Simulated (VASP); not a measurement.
Wanted: the native input for a VASP 6.6.1 run.

```
Task                   : single point
Functional             : LDA
Potentials or basis    : VASP PAW LDA potentials, release 64 (W_sv, S)
Cutoff                 : 520 eV
k mesh                 : 10 × 10 × 10
Occupations            : fermi-dirac, width 0.03 eV
Spin                   : no spin polarisation
Dipole correction      : no
Further INCAR settings : ALGO = Normal; EDIFF = 1e-06; NBANDS = 20
```

The structure of WS2 lies in POSCAR:

```
WS2
1.0
    1.3047144382      0.7532772321      5.3172316554
   -1.3047144382      0.7532772321      5.3172316554
    0.0000000000     -1.5065544642      5.3172316554
W S
1 2
Direct
    0.9993321300      0.9993321300      0.9993321300
    0.5858876800      0.5858876800      0.5858876800
    0.7460801900      0.7460801900      0.7460801900
```

This cell differs from its parent crystal: volume scaled by 0.55.

These files were run (other wordings do the same):

INCAR

```
  PREC = Accurate
  ENCUT = 520
  EDIFF = 1E-6
  ISMEAR = -1
  SIGMA = 0.03
  LREAL = F
  LASPH = T
  NELM = 80
  ALGO = Normal
  ISIF = 2
  LWAVE = F
  LCHARG = T
  LELF = T
  LVHAR = T
  NBANDS = 20
```

KPOINTS

```
Automatic mesh
0
Gamma
  10 10 10
```

Potentials or basis: VASP PAW LDA potentials, release 64 (W_sv, S).

Launch:

```sh
$ cat potpaw_LDA.64/W_sv/POTCAR potpaw_LDA.64/S/POTCAR > POTCAR
$ mpirun -np 1 vasp_std > vasp.out
```

Results of the run:

| Item | Value |
| --- | --- |
| Pressure | 302.7 GPa |
| Largest force | 22.860 eV/Å |
| Band gap on the k mesh | 0.23 eV, indirect (least direct gap 2.17 eV) |

Caveat: spin-orbit coupling is left out, which moves the levels of the heavy elements; forces of over 1 eV/Å act on the atoms, so gaps and moduli don't describe the material at rest.

Wall time 2.7 min on 1 thread of Intel(R) Xeon(R) Platinum 8488C (Sapphire Rapids) (shared host), peak memory 0.26 GiB.
